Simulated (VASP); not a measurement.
# WC (P-6m2) in VASP: further runs

Aim: see how the results for WC move with the level of theory and the settings. Levels: PBE, r2SCAN. Tasks: relaxation of cell and atoms, single point.

Everything below comes from runs of VASP 6.6.1. Logs are shortened: lines on timing, memory, paths and dates and some standing lists are left out, and cuts for length are marked.

### 1 The cell of the first run

It takes space group P-6m2 (No. 187, hexagonal). Conventional cell: a = 2.910 Å, b = 2.910 Å, c = 2.838 Å, α = 90.00°, β = 90.00°, γ = 120.00°. W (site symmetry -6m2) has 6 C at 2.20 Å and 2 W at 2.84 Å within 2.9 Å. C (site symmetry -6m2) has 6 W at 2.20 Å and 2 C at 2.84 Å within 2.9 Å.

### 2 Relaxation of cell and atoms, PBE

INCAR reads:

```
SYSTEM = WC
PREC = Accurate
ENCUT = 600
EDIFF = 1E-7
ISMEAR = 0
SIGMA = 0.05
LREAL = .False.
LASPH = .True.
NELM = 60
ALGO = Normal
ISIF = 3
LWAVE = .False.
LCHARG = .False.
GGA = PE
IBRION = 2
NSW = 80
EDIFFG = -0.03
```

KPOINTS reads:

```
regular mesh
0
Gamma
  8 8 8
  0 0 0
```

POSCAR reads:

```
WC
1.0
    2.9101377242      0.0000000000      0.0000000000
   -1.4550688621      2.5202531977      0.0000000000
    0.0000000000      0.0000000000      2.8383987401
W C
1 1
Direct
    0.0000000000      0.0000000000      0.0000000000
    0.6666666667      0.3333333333      0.5000000000
```

Potentials or basis: VASP PAW PBE potentials, release 64 (W_sv, C).

Started as:

```console
cat potpaw_PBE.64/W_sv/POTCAR potpaw_PBE.64/C/POTCAR > POTCAR
mpirun -np 1 vasp_std > vasp.out
```

OUTCAR:

```text
SYSTEM = WC
   PREC = Accurate
   ENCUT = 600
   EDIFF = 1E-7
   ISMEAR = 0
   LREAL = .False.
   LASPH = .True.
   NELM = 60
   ISIF = 3
   GGA = PE
   IBRION = 2
   NSW = 80
   EDIFFG = -0.03

 ion  position               nearest neighbor table
   1  0.000  0.000  0.000-   2 2.20   2 2.20   2 2.20   2 2.20   2 2.20   2 2.20
   2  0.667  0.333  0.500-   1 2.20   1 2.20   1 2.20   1 2.20   1 2.20   1 2.20

  LATTYP: Found a hexagonal cell.
 ALAT       =     2.9101377242
 C/A-ratio  =     0.9753485948

  Lattice vectors:

 A1 = (   2.9101377242,   0.0000000000,   0.0000000000)
 A2 = (  -1.4550688621,   2.5202531977,   0.0000000000)
 A3 = (   0.0000000000,   0.0000000000,   2.8383987401)

Analysis of symmetry for initial positions (statically):
=====================================================================
 Subroutine PRICEL returns:
 Original cell was already a primitive cell.

 Routine SETGRP: Setting up the symmetry group for a
 hexagonal supercell.

 Subroutine GETGRP returns: Found 12 space group operations
 (whereof 12 operations were pure point group operations)
 out of a pool of 24 trial point group operations.

The static configuration has the point symmetry D_3h.

Analysis of symmetry for dynamics (positions and initial velocities):
=====================================================================
 Subroutine PRICEL returns:
 Original cell was already a primitive cell.

 Routine SETGRP: Setting up the symmetry group for a
 hexagonal supercell.

 Subroutine GETGRP returns: Found 12 space group operations
 (whereof 12 operations were pure point group operations)
 out of a pool of 24 trial point group operations.

The dynamic configuration has the point symmetry D_3h.

 Subroutine INISYM returns: Found 12 space group operations
 (whereof 12 operations are pure point group operations),
 and found     1 'primitive' translations

----------------------------------------------------------------------------------------

                                     Primitive cell

  volume of cell :      20.8176

  direct lattice vectors                    reciprocal lattice vectors
     2.910137724  0.000000000  0.000000000     0.343626349  0.198392765  0.000000000
    -1.455068862  2.520253198  0.000000000     0.000000000  0.396785530  0.000000000
     0.000000000  0.000000000  2.838398740     0.000000000  0.000000000  0.352311318

  length of vectors
     2.910137724  2.910137724  2.838398740     0.396785530  0.396785530  0.352311318

  position of ions in fractional coordinates (direct lattice)
     0.000000000  0.000000000  0.000000000
     0.666666667  0.333333333  0.500000000

  ion indices of the primitive-cell ions
   primitive index   ion index
                 1           1
                 2           2

----------------------------------------------------------------------------------------

 KPOINTS: regular mesh

Automatic generation of k-mesh.
 Grid dimensions read from file:
 generate k-points for:    8    8    8

 Generating k-lattice:

  Cartesian coordinates                     Fractional coordinates (reciprocal lattice)
     0.042953294  0.024799096  0.000000000     0.125000000  0.000000000  0.000000000
     0.000000000  0.049598191  0.000000000     0.000000000  0.125000000  0.000000000
     0.000000000  0.000000000  0.044038915     0.000000000  0.000000000  0.125000000

  Length of vectors
     0.049598191  0.049598191  0.044038915

  Shift w.r.t. Gamma in fractional coordinates (k-lattice)
     0.000000000  0.000000000  0.000000000

 Subroutine IBZKPT returns following result:
 ===========================================

 Found     50 irreducible k-points:

 Following reciprocal coordinates:
            Coordinates               Weight
  0.000000  0.000000  0.000000      1.000000
  0.125000  0.000000  0.000000      6.000000
  0.250000  0.000000  0.000000      6.000000
  0.375000  0.000000  0.000000      6.000000
  0.500000  0.000000  0.000000      3.000000
  0.125000  0.125000  0.000000      6.000000
[... 16 lines left out ...]
  0.250000  0.000000  0.250000     12.000000
  0.375000  0.000000  0.250000     12.000000
 [... further k-points ...]
   k-points           NKPTS =     50   k-points in BZ     NKDIM =     50   number of bands    NBANDS=     13
   number of dos      NEDOS =    301   number of ions     NIONS =      2
   total plane-waves  NPLWV =  13824
   dimension x,y,z NGX =    24 NGY =   24 NGZ =   24
   dimension x,y,z NGXF=    48 NGYF=   48 NGZF=   48
   ions per type =               1   1
   NGX,Y,Z   is equivalent  to a cutoff of  13.71, 13.71, 14.06 a.u.
   NGXF,Y,Z  is equivalent  to a cutoff of  27.42, 27.42, 28.11 a.u.
 SYSTEM =  WC
   PREC   = accura    normal or accurate (medium, high low for compatibility)
   ISTART =      0    job   : 0-new  1-cont  2-samecut
   ICHARG =      2    charge: 1-file 2-atom 10-const
   ISPIN  =      1    spin polarized calculation?
[... 58 lines left out ...]

  FORCE on cell =-STRESS in cart. coord.  units (eV):
  Direction    XX          YY          ZZ          XY          YZ          ZX
  --------------------------------------------------------------------------------------
  -------------------------------------------------------------------------------------
  Total        0.7436447      0.7436447      0.5621904      0.0000000     -0.0000000      0.0000000
  in kB       57.2327959     57.2327959     43.2676080      0.0000000     -0.0000000      0.0000000
  external PRESSURE =      52.5777333 kB  Pullay stress =       0.0000000 kB

 VOLUME and BASIS-vectors are now :
 -----------------------------------------------------------------------------
  energy-cutoff  :      600.00
  volume of cell :       20.82
      direct lattice vectors                 reciprocal lattice vectors
     2.910137724  0.000000000  0.000000000     0.343626349  0.198392765  0.000000000
    -1.455068862  2.520253198  0.000000000     0.000000000  0.396785530  0.000000000
     0.000000000  0.000000000  2.838398740     0.000000000  0.000000000  0.352311318
[... 145 lines left out ...]
 POSITION                                       TOTAL-FORCE (eV/Angst)
 -----------------------------------------------------------------------------------
      0.00000     -0.00000      2.84266         0.000000     -0.000000     -0.000000
      1.46376      0.84510      1.42133        -0.000000      0.000000      0.000000
 -----------------------------------------------------------------------------------
    total drift:                                0.000000     -0.000000      0.000000

  FREE ENERGIE OF THE ION-ELECTRON SYSTEM (eV)
  ---------------------------------------------------
  free  energy   TOTEN  =       -22.4543142491 eV

  energy  without entropy=      -22.4532854604  energy(sigma->0) =      -22.45379985

--------------------------------------- Ionic step        6  -------------------------------------------

 number of electron      18.0000000 magnetization

 Free energy of the ion-electron system (eV)
  ---------------------------------------------------
  ext. energy  EPLUGINS =         0.00000000
  ---------------------------------------------------
  free energy    TOTEN  =       -22.45439296 eV

  energy without entropy =      -22.45336793  energy(sigma->0) =      -22.45388044

 E-fermi :  10.8532     XC(G=0): -13.7065

 val. band max:       10.8441709972   @ k =   0.1250   0.0000   0.3750
 cond. band min:      10.9508183033   @ k =   0.0000   0.0000   0.0000
 fundamental gap:      0.1066473061
 Fermi energy:        10.8531953324

 k-point     1 :       0.0000    0.0000    0.0000
  band No.  band energies     occupation
      1     -63.1821      2.00000
      2     -27.1668      2.00000
      3     -27.0673      2.00000
      4     -27.0673      2.00000
      5      -3.4886      2.00000
      6       6.6304      2.00000
      7       7.5577      2.00000
      8       7.5577      2.00000
      9      10.9508      0.00576
     10      14.0125      0.00000
     11      14.0125      0.00000
     12      16.3848      0.00000
     13      16.3848      0.00000

 k-point     2 :       0.1250    0.0000    0.0000
  band No.  band energies     occupation
      1     -63.1744      2.00000
      2     -27.1837      2.00000
      3     -27.1519      2.00000
      4     -27.0938      2.00000
      5      -3.0964      2.00000
      6       6.5511      2.00000
      7       7.2492      2.00000
      8       7.9224      2.00000
      9       9.9764      2.00000
     10      13.8757      0.00000
     11      15.1093      0.00000
[... 339 lines left out ...]
 k-point    24 :       0.3750    0.0000    0.2500
  band No.  band energies     occupation
      1     -63.1179      2.00000
      2     -27.6689      2.00000
      3     -27.4193      2.00000
      4     -27.1827      2.00000
      5      -0.3861      2.00000
      6       4.2373      2.00000
      7       6.8951      2.00000
      8       8.0449      2.00000
      9       9.4588      2.00000
     10      13.6140      0.00000
     11      14.3772      0.00000
     12      17.2373      0.00000
     13      17.6636      0.00000

 [... further k-points ...]
[... 5 lines left out ...]
  --------------------------------------------------------------------------------------
  -------------------------------------------------------------------------------------
  Total        0.0039795      0.0039795      0.0080190     -0.0000000     -0.0000000     -0.0000000
  in kB        0.3021804      0.3021804      0.6089159     -0.0000000     -0.0000000     -0.0000000
  external PRESSURE =       0.4044255 kB  Pullay stress =       0.0000000 kB

 VOLUME and BASIS-vectors are now :
 -----------------------------------------------------------------------------
  energy-cutoff  :      600.00
  volume of cell :       21.10
      direct lattice vectors                 reciprocal lattice vectors
     2.926011181  0.000000000  0.000000000     0.341762194  0.197316495 -0.000000000
    -1.463005591  2.534000015  0.000000000    -0.000000000  0.394632989  0.000000000
     0.000000000 -0.000000000  2.845702707    -0.000000000 -0.000000000  0.351407052

 POSITION                                       TOTAL-FORCE (eV/Angst)
 -----------------------------------------------------------------------------------
      0.00000      0.00000      0.00000        -0.000000     -0.000000     -0.000000
      1.46301      0.84467      1.42285         0.000000      0.000000      0.000000
 -----------------------------------------------------------------------------------
    total drift:                                0.000000     -0.000000      0.000000

  FREE ENERGIE OF THE ION-ELECTRON SYSTEM (eV)
  ---------------------------------------------------
  free  energy   TOTEN  =       -22.4543929585 eV

  energy  without entropy=      -22.4533679252  energy(sigma->0) =      -22.45388044

 reached required accuracy - stopping structural energy minimisation
```

It took 41 s on 1 thread of AMD EPYC 7R13 (Zen 3), shared host; peak memory 0.13 GiB.

Results:

* Free energy: -22.4544 eV
* Relaxed volume: 10.55 Å³/atom
* Relaxed cell: a = 2.926 Å, b = 2.926 Å, c = 2.846 Å, α = 90.00°, β = 90.00°, γ = 120.00°
* Space group after relaxing (to 0.05 Å): P-6m2 (No. 187)
* Energy gained by relaxing: 2.4 meV/atom
* Ionic steps: 6
* Pressure after relaxing: 0.0 GPa
* Band gap on the k mesh: zero (band 9 reaches 11.46 eV, above the bottom of band 10 at 10.29 eV)

Step by step:
| step | energy change (eV) | largest force (eV/Å) | pressure (GPa) | volume (Å³) |
| --- | --- | --- | --- | --- |
| 1 | 0.0000 | 0.0000 | 5.26 | 20.82 |
| 2 | 0.0261 | 0.0000 | -12.61 | 21.86 |
| 3 | -0.0047 | 0.0000 | -0.13 | 21.11 |
| 4 | -0.0047 | 0.0000 | -0.05 | 21.10 |
| 5 | -0.0047 | 0.0000 | 0.12 | 21.10 |
| 6 | -0.0048 | 0.0000 | 0.04 | 21.10 |

Final structure:
```yaml
crystal:
  lattice:
    - [2.92601, 0.00000, 0.00000]
    - [-1.46301, 2.53400, 0.00000]
    - [0.00000, 0.00000, 2.84570]
  atoms:
    - { symbol: W, position: [0.00000, 0.00000, 0.00000] }
    - { symbol: C, position: [0.66667, 0.33333, 0.50000] }
```

Levels at points of the mesh, in eV from the Fermi level:
| k point | band 5 | band 6 | band 7 | band 8 | band 9 | band 10 | band 11 | band 12 | band 13 |
| --- | --- | --- | --- | --- | --- | --- | --- | --- | --- |
| (0.00, 0.00, 0.00) | -14.34 | -4.22 | -3.30 | -3.30 | 0.10 | 3.16 | 3.16 | 5.53 | 5.53 |
| (0.50, 0.00, 0.00) | -11.06 | -6.98 | -3.52 | -3.50 | -0.50 | 2.30 | 4.41 | 4.73 | 6.76 |
| (0.00, 0.00, 0.50) | -10.40 | -8.55 | -2.02 | -2.02 | -0.56 | -0.56 | 3.65 | 4.45 | 4.45 |
| (0.50, 0.00, 0.50) | -11.21 | -6.36 | -4.27 | -4.16 | 0.25 | 4.31 | 5.19 | 6.47 | 8.99 |

Caveat: spin-orbit coupling is left out, which moves the levels of the heavy elements. PBE usually gives volumes a little too large and moduli too small.

### 3 Single point, r2SCAN (volume scaled by 0.960)

POSCAR reads:

```
WC
1.0
    2.8693641737      0.0000000000      0.0000000000
   -1.4346820868      2.4849422671      0.0000000000
    0.0000000000      0.0000000000      2.8047462173
W C
1 1
Direct
    0.0000000000      0.0000000000      0.0000000000
    0.6666666667      0.3333333333      0.5000000000
```

INCAR.step1 reads:

```
SYSTEM = WC
PREC = Accurate
ENCUT = 520
ISMEAR = 0
SIGMA = 0.05
LREAL = .False.
LASPH = .True.
NELM = 100
NBANDS = 16
GGA = PE
ALGO = Normal
EDIFF = 1E-4
LWAVE = .True.
LCHARG = .False.
```

INCAR.step2 reads:

```
SYSTEM = WC
PREC = Accurate
ENCUT = 520
EDIFF = 1E-6
ISMEAR = 0
SIGMA = 0.05
LREAL = .False.
LASPH = .True.
NELM = 100
ALGO = Normal
ISIF = 2
LWAVE = .False.
LCHARG = .True.
METAGGA = R2SCAN
LMIXTAU = .True.
LELF = .True.
LVHAR = .True.
NBANDS = 16
ISTART = 1
```

KPOINTS reads:

```
regular mesh
0
Gamma
  14 14 12
  0 0 0
```

Potentials or basis: VASP PAW PBE potentials, release 64 (W_sv, C).

Started as:

```console
cat potpaw_PBE.64/W_sv/POTCAR potpaw_PBE.64/C/POTCAR > POTCAR
cp INCAR.step1 INCAR
mpirun -np 1 vasp_std > vasp.out
cp INCAR.step2 INCAR
mpirun -np 1 vasp_std > vasp.out
```

Run time: 3 min. Hardware: 1 thread of AMD EPYC 7R13 (Zen 3), shared host; peak memory 0.15 GiB.

The run converged. Its results:

```yaml
Free_energy: -61.5566 eV
Pressure: 20.2 GPa
Band_gap_on_the_k_mesh: zero (band 9 reaches 12.29 eV, above the bottom of band 10 at 10.88 eV)
```

Stress tensor (GPa, compression positive):
```
20.07  0.00  0.00
 0.00 20.07  0.00
 0.00  0.00 20.48
```

Levels at points of the mesh, in eV from the Fermi level:
```
           k point  band 7  band 8  band 9  band 10  band 11  band 12
(0.00, 0.00, 0.00)   -3.62   -3.62    0.11     3.61     3.61     6.19
(0.50, 0.00, 0.00)   -3.94   -3.87   -0.50     2.62     5.01     5.42
(0.00, 0.00, 0.50)   -2.17   -2.17   -0.61    -0.61     3.97     4.97
(0.50, 0.00, 0.50)   -4.67   -4.45    0.32     4.89     5.80     7.36
```

Caveat: the cell differs from its parent crystal (volume scaled by 0.960); the PAW data sets were made with another functional, which shifts forces and pressure a little; spin-orbit coupling is left out, which moves the levels of the heavy elements.

### 4 Single point, r2SCAN (volume scaled by 0.980)

POSCAR reads:

```
WC
1.0
    2.8907022651      0.0000000000      0.0000000000
   -1.4453511326      2.5034215964      0.0000000000
    0.0000000000      0.0000000000      2.8210645988
W C
1 1
Direct
    0.0000000000      0.0000000000      0.0000000000
    0.6666666667      0.3333333333      0.5000000000
```

INCAR.step1 reads:

```
PREC = Accurate
ENCUT = 520
ISMEAR = 0
SIGMA = 0.05
LREAL = F
LASPH = T
NELM = 60
NBANDS = 16
GGA = PE
ALGO = Normal
EDIFF = 1E-4
LWAVE = T
LCHARG = F
```

INCAR.step2 reads:

```
PREC = Accurate
ENCUT = 520
EDIFF = 1E-7
ISMEAR = 0
SIGMA = 0.05
LREAL = F
LASPH = T
NELM = 60
ALGO = Normal
ISIF = 2
LWAVE = F
LCHARG = T
METAGGA = R2SCAN
LMIXTAU = T
LELF = T
LVHAR = T
NBANDS = 16
ISTART = 1
```

KPOINTS reads:

```
Automatic mesh
0
Gamma
  14 14 12
```

Started as:

```console
cat potpaw_PBE.64/W_sv/POTCAR potpaw_PBE.64/C/POTCAR > POTCAR
cp INCAR.step1 INCAR
mpirun -np 1 vasp_std > vasp.out
cp INCAR.step2 INCAR
mpirun -np 1 vasp_std > vasp.out
```

Wall time 5.2 min (1 thread of AMD EPYC 7R13 (Zen 3), shared host); peak memory 0.15 GiB.

It converged, with:

```
Free energy            : -61.5966 eV
Pressure               : 10.6 GPa
Band gap on the k mesh : zero (band 9 reaches 11.98 eV, above the bottom of band 10 at 10.60 eV)
```

Stress tensor (GPa, compression positive):
```
10.46  0.00  0.00
 0.00 10.46  0.00
 0.00  0.00 10.82
```

Levels at points of the mesh, in eV from the Fermi level:
```
           k point  band 6  band 7  band 8  band 9  band 10  band 11  band 12  band 13
(0.00, 0.00, 0.00)   -4.58   -3.54   -3.54    0.12     3.51     3.51     6.07     6.07
(0.50, 0.00, 0.00)   -7.40   -3.82   -3.76   -0.50     2.56     4.86     5.25     7.40
(0.00, 0.00, 0.50)   -9.11   -2.13   -2.13   -0.58    -0.58     3.90     4.90     4.90
(0.50, 0.00, 0.50)   -6.82   -4.56   -4.40    0.27     4.74     5.64     7.15     9.87
```

Caveat: the cell differs from its parent crystal (volume scaled by 0.980); the PAW data sets were made with another functional, which shifts forces and pressure a little; spin-orbit coupling is left out, which moves the levels of the heavy elements.

### 5 Overview

| task | level | cell | k mesh | cutoff (eV) | gap on the mesh (eV) | pressure (GPa) |
| --- | --- | --- | --- | --- | --- | --- |
| relaxation of cell and atoms | PBE | relaxed from a = 2.910, b = 2.910, c = 2.838 Å, angles 90.0, 90.0, 120.0°, 2 atoms | 8 × 8 × 8 | 600 | none | 0.0 |
| single point | r2SCAN | a = 2.869, b = 2.869, c = 2.805 Å, angles 90.0, 90.0, 120.0°, 2 atoms | 14 × 14 × 12 | 520 | none | 20.2 |
| single point | r2SCAN | a = 2.891, b = 2.891, c = 2.821 Å, angles 90.0, 90.0, 120.0°, 2 atoms | 14 × 14 × 12 | 520 | none | 10.6 |

Alike in all rows: potentials or basis VASP PAW PBE potentials, release 64 (W_sv, C); no spin polarisation; smearing gaussian 0.05 eV.

Caveats: spin-orbit coupling is left out, which moves the levels of the heavy elements; the PAW data sets were made with another functional, which shifts forces and pressure a little (some runs).

Absolute energies hang on the potentials; compare differences alone.
